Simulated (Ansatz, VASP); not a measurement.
# MgO: VASP beside Ansatz

INCAR

```
SYSTEM = MgO
PREC = Accurate ; ENCUT = 600
EDIFF = 1E-7 ; ISMEAR = 0
SIGMA = 0.01 ; LREAL = .FALSE.
LASPH = .TRUE. ; NELM = 80
ALGO = Normal ; ISIF = 3
LWAVE = .FALSE. ; LCHARG = .FALSE.
IBRION = 2 ; NSW = 80
EDIFFG = -0.002
```

File KPOINTS:

```
regular mesh
0
G
  8 8 8
  0 0 0
```

POSCAR

```
MgO
1.0
    0.0000000000      2.1085000000      2.1085000000
    2.1085000000      0.0000000000      2.1085000000
    2.1085000000      2.1085000000      0.0000000000
Mg O
1 1
Direct
    0.0000000000      0.0000000000      0.0000000000
    0.5000000000      0.5000000000      0.5000000000
```

Input for Ansatz:

```yaml
crystal:
  lattice:
    - [0.0, 2.1085, 2.1085]
    - [2.1085, 0.0, 2.1085]
    - [2.1085, 2.1085, 0.0]
  atoms:
    - { symbol: Mg, position: [0.0, 0.0, 0.0] }
    - { symbol: O, position: [0.5, 0.5, 0.5] }
scf:
  occupations: { method: fixed }
output:
  forces: true
  stress: true
hamiltonian:
  xc: lda
kpoints:
  mp_grid: { grid: [8, 8, 8] }
relax:
  f_tol: 0.002
  cell: { stress_tol: 0.02 }
```

Alike in both runs: task relaxation of cell and atoms; functional LDA; k mesh 8 × 8 × 8; no spin polarisation.

|  | VASP | Ansatz |
| --- | --- | --- |
| version | VASP 6.6.1 | Ansatz 0.2.0 |
| potentials or method | VASP PAW LDA potentials, release 64 (Mg, O) | scalar-relativistic, plane waves, PAW |
| plane-wave cutoff (eV) | 600 | 420 |
| occupations | gaussian, width 0.01 eV | fixed |
| valence electrons in the cell | 8 | 16 |

Ansatz gave:

- relaxed volume (Å³/atom): 8.99
- relaxed cell length with the largest relative difference (Å): 2.941

Problem. Estimate VASP's values.

Solution. Relaxed volume (Å³/atom): 8.89; relaxed cell length with the largest relative difference (Å): 2.930.

LDA's correlation is that of Perdew and Zunger in VASP and of Perdew and Wang (1992) in Ansatz. VASP's potentials hold 8 valence electrons a cell and Ansatz's 16, so a difference there can come from the potentials and not from the codes.
